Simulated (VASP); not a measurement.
# LuBe (Pm-3m) in VASP: settings compared

Aim: see how the results for LuBe move with the level of theory and the settings. Levels: BLYP, r2SCAN. Tasks: single point.

Program: VASP 6.6.1. These are calculated values, not measurements. Logs are shortened: lines on timing, memory, paths and dates and some standing lists are left out, and cuts for length are marked.

## 1. The cell of the first run

It takes space group Pm-3m (No. 221, cubic). Conventional cell: a = 3.320 Å, b = 3.320 Å, c = 3.320 Å, α = 90.00°, β = 90.00°, γ = 90.00°. Within 3.8 Å of Lu (site symmetry m-3m) lie 8 Be at 2.88 Å and 6 Lu at 3.32 Å. Within 3.8 Å of Be (site symmetry m-3m) lie 8 Lu at 2.88 Å and 6 Be at 3.32 Å.

## 2. Single point, BLYP

The input, INCAR:

```
SYSTEM = LuBe
AGGAC = 1.0 ; AGGAX = 1.0
ALDAC = 0.0 ; ALDAX = 1.0
ALGO = Normal ; EDIFF = 1E-7
ENCUT = 520 ; GGA = B5
ISIF = 2 ; ISMEAR = -1
LASPH = .TRUE. ; LCHARG = .FALSE.
LREAL = .FALSE. ; LWAVE = .FALSE.
NBANDS = 20 ; NELM = 80
PREC = Accurate ; SIGMA = 0.05
```

The input, KPOINTS:

```
k-points
0
G
  8 8 8
  0 0 0
```

The input, POSCAR:

```
LuBe
1.0
    3.3203700000      0.0000000000      0.0000000000
    0.0000000000      3.3203700000      0.0000000000
    0.0000000000      0.0000000000      3.3203700000
Lu Be
1 1
Direct
    0.0000000000      0.0000000000      0.0000000000
    0.5000000000      0.5000000000      0.5000000000
```

Potentials or basis: VASP PAW PBE potentials, release 64 (Lu, Be).

The run is started by

```
$ cat potpaw_PBE.64/Lu/POTCAR potpaw_PBE.64/Be/POTCAR > POTCAR
$ mpirun -np 1 vasp_std > vasp.out
```

OUTCAR:

```text
SYSTEM = LuBe
   EDIFF = 1E-7
   ENCUT = 520
   GGA = B5
   ISIF = 2
   ISMEAR = -1
   LASPH = .TRUE.
   LREAL = .FALSE.
   NELM = 80
   PREC = Accurate

 ion  position               nearest neighbor table
   1  0.000  0.000  0.000-   2 2.88   2 2.88   2 2.88   2 2.88   2 2.88   2 2.88   2 2.88   2 2.88

   2  0.500  0.500  0.500-   1 2.88   1 2.88   1 2.88   1 2.88   1 2.88   1 2.88   1 2.88   1 2.88

  LATTYP: Found a simple cubic cell.
 ALAT       =     3.3203700000

  Lattice vectors:

 A1 = (   3.3203700000,   0.0000000000,   0.0000000000)
 A2 = (   0.0000000000,   3.3203700000,   0.0000000000)
 A3 = (   0.0000000000,   0.0000000000,   3.3203700000)

Analysis of symmetry for initial positions (statically):
=====================================================================
 Subroutine PRICEL returns:
 Original cell was already a primitive cell.

 Routine SETGRP: Setting up the symmetry group for a
 simple cubic supercell.

 Subroutine GETGRP returns: Found 48 space group operations
 (whereof 48 operations were pure point group operations)
 out of a pool of 48 trial point group operations.

The static configuration has the point symmetry O_h .

Analysis of symmetry for dynamics (positions and initial velocities):
=====================================================================
 Subroutine PRICEL returns:
 Original cell was already a primitive cell.

 Routine SETGRP: Setting up the symmetry group for a
 simple cubic supercell.

 Subroutine GETGRP returns: Found 48 space group operations
 (whereof 48 operations were pure point group operations)
 out of a pool of 48 trial point group operations.

The dynamic configuration has the point symmetry O_h .

 Subroutine INISYM returns: Found 48 space group operations
 (whereof 48 operations are pure point group operations),
 and found     1 'primitive' translations

----------------------------------------------------------------------------------------

                                     Primitive cell

  volume of cell :      36.6066

  direct lattice vectors                    reciprocal lattice vectors
     3.320370000  0.000000000  0.000000000     0.301171255  0.000000000  0.000000000
     0.000000000  3.320370000  0.000000000     0.000000000  0.301171255  0.000000000
     0.000000000  0.000000000  3.320370000     0.000000000  0.000000000  0.301171255

  length of vectors
     3.320370000  3.320370000  3.320370000     0.301171255  0.301171255  0.301171255

  position of ions in fractional coordinates (direct lattice)
     0.000000000  0.000000000  0.000000000
     0.500000000  0.500000000  0.500000000

  ion indices of the primitive-cell ions
   primitive index   ion index
                 1           1
                 2           2

----------------------------------------------------------------------------------------

 KPOINTS: k-points

Automatic generation of k-mesh.
 Grid dimensions read from file:
 generate k-points for:    8    8    8

 Generating k-lattice:

  Cartesian coordinates                     Fractional coordinates (reciprocal lattice)
     0.037646407  0.000000000  0.000000000     0.125000000  0.000000000  0.000000000
     0.000000000  0.037646407  0.000000000     0.000000000  0.125000000  0.000000000
     0.000000000  0.000000000  0.037646407     0.000000000  0.000000000  0.125000000

  Length of vectors
     0.037646407  0.037646407  0.037646407

  Shift w.r.t. Gamma in fractional coordinates (k-lattice)
     0.000000000  0.000000000  0.000000000

 Subroutine IBZKPT returns following result:
 ===========================================

 Found     35 irreducible k-points:

 Following reciprocal coordinates:
            Coordinates               Weight
  0.000000  0.000000  0.000000      1.000000
  0.125000  0.000000  0.000000      6.000000
  0.250000  0.000000  0.000000      6.000000
  0.375000  0.000000  0.000000      6.000000
  0.500000  0.000000  0.000000      3.000000
  0.125000  0.125000  0.000000     12.000000
[... 16 lines left out ...]
  0.375000  0.375000  0.125000     24.000000
  0.500000  0.375000  0.125000     24.000000
 [... further k-points ...]
   k-points           NKPTS =     35   k-points in BZ     NKDIM =     35   number of bands    NBANDS=     20
   number of dos      NEDOS =    301   number of ions     NIONS =      2
   total plane-waves  NPLWV =  21952
   dimension x,y,z NGX =    28 NGY =   28 NGZ =   28
   dimension x,y,z NGXF=    56 NGYF=   56 NGZF=   56
   ions per type =               1   1
   NGX,Y,Z   is equivalent  to a cutoff of  14.02, 14.02, 14.02 a.u.
   NGXF,Y,Z  is equivalent  to a cutoff of  28.04, 28.04, 28.04 a.u.
 SYSTEM =  LuBe
   PREC   = accura    normal or accurate (medium, high low for compatibility)
   ISTART =      0    job   : 0-new  1-cont  2-samecut
   ICHARG =      2    charge: 1-file 2-atom 10-const
   ISPIN  =      1    spin polarized calculation?
   LNONCOLLINEAR =      F non collinear calculations
   LSORBIT =      F    spin-orbit coupling
   LASPH  =      T    aspherical Exc in radial PAW
   ENCUT  =  520.0 eV  38.22 Ry    6.18 a.u.   6.17  6.17  6.17*2*pi/ulx,y,z
   NELM   =     80;   NELMIN=  2; NELMDL= -5     # of ELM steps
   EDIFF  = 0.1E-06   stopping-criterion for ELM
   LREAL  =      F    real-space projection
   EDIFFG = 0.1E-05   stopping-criterion for IOM
   NSW    =      0    number of steps for IOM
   IBRION =     -1    ionic relax: 0-MD 1-quasi-New 2-CG
   NFREE  =      0    steps in history (QN), initial steepest desc. (CG)
   ISIF   =      2    stress and relaxation
   ISYM   =      2    0-nonsym 1-usesym 2-fastsym
   POTIM  = 0.5000    time-step for ionic-motion
   TEBEG  =    0.0;   TEEND  =   0.0 temperature during run
   PSTRESS=    0.0 pullay stress
   NELECT =      27.0000    total number of electrons
   NUPDOWN=      -1.0000    fix difference up-down
   EMIN   =  10.00;   EMAX   =-10.00  energy-range for DOS
   EFERMI =   0.00;   METHOD = LEGACY
   ISMEAR =    -1;   SIGMA  =   0.05  broadening in eV -4-tet -1-fermi 0-gaus
   EFERMI_NEDOS =   21; number of points for ismear=-14 and -15
   IALGO  =     38    algorithm
   IMIX   =      4    mixing-type and parameters
     AMIX     =   0.40;   BMIX     =  1.00
     AMIX_MAG =   1.60;   BMIX_MAG =  1.00
  volume/ion in A,a.u.               =      18.30       123.52
  Fermi-wavevector in a.u.,A,eV,Ry     =   1.479141  2.795171 29.767621  2.187858
  Thomas-Fermi vector in A             =   2.593335
   LORBIT       =      0    0 simple, 1 ext, 2 COOP (PROOUT), +10 PAW based schemes
   GGA     = B5    functional components
   LHFCALC =     F    Hartree Fock is set to
   AEXX    =    0.0000 exact exchange contribution
   IVDW    =     0    specifies the selected vdW correction
   LEPSILON=     F    determine dielectric tensor
   LRPA    =     F    only Hartree local field effects (RPA)
 non-spin polarized calculation
  energy-cutoff  :      520.00
  volume of cell :       36.61
 maximum number of plane-waves:      1021
 NGX is ok and might be reduce to    28
   NGX = 13   NGY = 13   NGZ = 13

 number of electron      26.9999988 magnetization

 Free energy of the ion-electron system (eV)
  ---------------------------------------------------
  ext. energy  EPLUGINS =         0.00000000
  ---------------------------------------------------
  free energy    TOTEN  =        -6.47252111 eV

  energy without entropy =       -6.45344972  energy(sigma->0) =       -6.46298541

 E-fermi :   3.4421     XC(G=0): -10.3023

 val. band max:        3.4404648026   @ k =   0.3750   0.2500   0.1250
 cond. band min:       3.4571166401   @ k =   0.0000   0.0000   0.0000
 fundamental gap:      0.0166518375
 Fermi energy:         3.4420944907

 k-point     1 :       0.0000    0.0000    0.0000
  band No.  band energies     occupation
      1     -52.2986      2.00000
      2     -23.0175      2.00000
      3     -23.0175      2.00000
      4     -23.0175      2.00000
      5      -3.5783      2.00000
      6      -1.3116      2.00000
[... 12 lines left out ...]
     19       9.0808      0.00000
     20       9.0808      0.00000

 k-point     2 :       0.1250    0.0000    0.0000
  band No.  band energies     occupation
      1     -52.2960      2.00000
      2     -23.0787      2.00000
      3     -23.0119      2.00000
      4     -23.0119      2.00000
      5      -3.3158      2.00000
      6      -1.3167      2.00000
[... 12 lines left out ...]
     19       9.9501      0.00000
     20       9.9501      0.00000

 k-point     3 :       0.2500    0.0000    0.0000
  band No.  band energies     occupation
      1     -52.2898      2.00000
      2     -23.2235      2.00000
      3     -22.9985      2.00000
      4     -22.9985      2.00000
      5      -2.5853      2.00000
      6      -1.3364      2.00000
[... 12 lines left out ...]
     19      11.2606      0.00000
     20      11.2606      0.00000

 k-point     4 :       0.3750    0.0000    0.0000
  band No.  band energies     occupation
      1     -52.2836      2.00000
      2     -23.3643      2.00000
      3     -22.9851      2.00000
      4     -22.9851      2.00000
      5      -1.5521      2.00000
      6      -1.3401      2.00000
[... 12 lines left out ...]
     19      12.6201      0.00000
     20      12.6212      0.00000

 k-point     5 :       0.5000    0.0000    0.0000
  band No.  band energies     occupation
      1     -52.2810      2.00000
      2     -23.4215      2.00000
      3     -22.9795      2.00000
      4     -22.9795      2.00000
      5      -1.3823      2.00000
      6      -1.3446      2.00000
[... 12 lines left out ...]
     19      12.2890      0.00000
     20      13.5214      0.00000

 k-point     6 :       0.1250    0.1250    0.0000
  band No.  band energies     occupation
      1     -52.2935      2.00000
      2     -23.0757      2.00000
      3     -23.0698      2.00000
      4     -23.0064      2.00000
      5      -3.0569      2.00000
      6      -1.3155      2.00000
[... 12 lines left out ...]
     19      10.1003      0.00000
     20      10.7567      0.00000

 k-point     7 :       0.2500    0.1250    0.0000
  band No.  band energies     occupation
      1     -52.2873      2.00000
      2     -23.2168      2.00000
      3     -23.0583      2.00000
      4     -22.9932      2.00000
      5      -2.3381      2.00000
      6      -1.3332      2.00000
[... 12 lines left out ...]
     19      10.8790      0.00000
     20      11.8030      0.00000
[... 277 lines left out ...]
 k-point    20 :       0.2500    0.2500    0.1250
  band No.  band energies     occupation
      1     -52.2786      2.00000
      2     -23.1993      2.00000
      3     -23.1877      2.00000
      4     -23.0386      2.00000
      5      -1.4714      2.00000
      6      -1.3250      2.00000
[... 12 lines left out ...]
     19      11.1484      0.00000
     20      11.7899      0.00000

 k-point    21 :       0.3750    0.2500    0.1250
  band No.  band energies     occupation
      1     -52.2725      2.00000
      2     -23.3306      2.00000
      3     -23.1769      2.00000
      4     -23.0247      2.00000
      5      -1.3534      2.00000
      6      -1.3244      2.00000
[... 12 lines left out ...]
     19      10.9553      0.00000
     20      11.9740      0.00000

 k-point    22 :       0.5000    0.2500    0.1250
  band No.  band energies     occupation
      1     -52.2699      2.00000
      2     -23.3862      2.00000
      3     -23.1701      2.00000
      4     -23.0190      2.00000
      5      -1.3608      2.00000
      6      -1.3263      2.00000
[... 12 lines left out ...]
     19      10.6943      0.00000
     20      12.5332      0.00000

 k-point    23 :       0.3750    0.3750    0.1250
  band No.  band energies     occupation
      1     -52.2664      2.00000
      2     -23.3146      2.00000
      3     -23.3091      2.00000
      4     -23.0112      2.00000
      5      -1.3460      2.00000
      6      -1.3418      2.00000
[... 12 lines left out ...]
     19      10.4985      0.00000
     20      11.6987      0.00000

 k-point    24 :       0.5000    0.3750    0.1250
  band No.  band energies     occupation
      1     -52.2638      2.00000
      2     -23.3667      2.00000
      3     -23.3041      2.00000
      4     -23.0056      2.00000
      5      -1.3520      2.00000
      6      -1.3410      2.00000
[... 12 lines left out ...]
     19      10.7648      0.00000
     20      11.9864      0.00000

 [... further k-points ...]
[... 5 lines left out ...]
  --------------------------------------------------------------------------------------
  -------------------------------------------------------------------------------------
  Total        0.4469135      0.4469135      0.4469135      0.0000000      0.0000000      0.0000000
  in kB       19.5602578     19.5602578     19.5602578      0.0000000      0.0000000      0.0000000
  external PRESSURE =      19.5602578 kB  Pullay stress =       0.0000000 kB

 VOLUME and BASIS-vectors are now :
 -----------------------------------------------------------------------------
  energy-cutoff  :      520.00
  volume of cell :       36.61
      direct lattice vectors                 reciprocal lattice vectors
     3.320370000  0.000000000  0.000000000     0.301171255  0.000000000  0.000000000
     0.000000000  3.320370000  0.000000000     0.000000000  0.301171255  0.000000000
     0.000000000  0.000000000  3.320370000     0.000000000  0.000000000  0.301171255

 POSITION                                       TOTAL-FORCE (eV/Angst)
 -----------------------------------------------------------------------------------
      0.00000      0.00000      0.00000         0.000000      0.000000      0.000000
      1.66019      1.66019      1.66019         0.000000      0.000000      0.000000
 -----------------------------------------------------------------------------------
    total drift:                               -0.000000     -0.000000     -0.000000

  FREE ENERGIE OF THE ION-ELECTRON SYSTEM (eV)
  ---------------------------------------------------
  free  energy   TOTEN  =        -6.4725211083 eV

  energy  without entropy=       -6.4534497198  energy(sigma->0) =       -6.46298541
```

It took 20 s on 1 thread of Intel Xeon 6975P-C (Granite Rapids), shared host; peak memory 0.18 GiB.

Results:

```yaml
Free_energy: -6.4725 eV
Pressure: 2.0 GPa
```

Caveat: the PAW data sets were made with another functional, which shifts forces and pressure a little; spin-orbit coupling is left out, which moves the levels of the heavy elements.

## 3. Single point, r2SCAN

POSCAR is that of step 2.

The input, INCAR.step1:

```
PREC = Accurate
ENCUT = 520
ISMEAR = -1
SIGMA = 0.05
LREAL = False
LASPH = True
NELM = 60
NBANDS = 20
GGA = PE
ALGO = Normal
EDIFF = 1E-4
LWAVE = True
LCHARG = False
```

The input, INCAR.step2:

```
PREC = Accurate
ENCUT = 520
EDIFF = 1E-7
ISMEAR = -1
SIGMA = 0.05
LREAL = False
LASPH = True
NELM = 60
ALGO = Normal
ISIF = 2
LWAVE = False
LCHARG = False
METAGGA = R2SCAN
LMIXTAU = True
NBANDS = 20
ISTART = 1
```

The input, KPOINTS:

```
regular mesh
0
Gamma
  8 8 8
```

Potentials or basis: VASP PAW PBE potentials, release 64 (Lu, Be).

The run is started by

```
$ cat potpaw_PBE.64/Lu/POTCAR potpaw_PBE.64/Be/POTCAR > POTCAR
$ cp INCAR.step1 INCAR
$ mpirun -np 1 vasp_std > vasp.out
$ cp INCAR.step2 INCAR
$ mpirun -np 1 vasp_std > vasp.out
```

Wall time 55 s (1 thread of Intel Xeon 6975P-C (Granite Rapids), shared host); peak memory 0.19 GiB.

Results (log left out):

* Free energy: -42.3877 eV
* Pressure: -0.1 GPa

Levels at points of the mesh, in eV from the Fermi level:
| k point | band 11 | band 12 | band 13 | band 14 | band 15 | band 16 | band 17 | band 18 |
| --- | --- | --- | --- | --- | --- | --- | --- | --- |
| (0.00, 0.00, 0.00) | -4.86 | -4.82 | 0.13 | 0.13 | 4.74 | 4.74 | 4.74 | 6.20 |
| (0.50, 0.00, 0.00) | -4.81 | -4.29 | -3.44 | 1.22 | 1.95 | 1.95 | 6.62 | 7.77 |
| (0.50, 0.50, 0.00) | -4.81 | -3.58 | -0.41 | -0.41 | 0.02 | 3.88 | 3.88 | 6.81 |
| (0.50, 0.50, 0.50) | -4.82 | -2.26 | -2.26 | -2.26 | 1.99 | 6.22 | 6.22 | 6.22 |

Caveat: the PAW data sets were made with another functional, which shifts forces and pressure a little; spin-orbit coupling is left out, which moves the levels of the heavy elements.
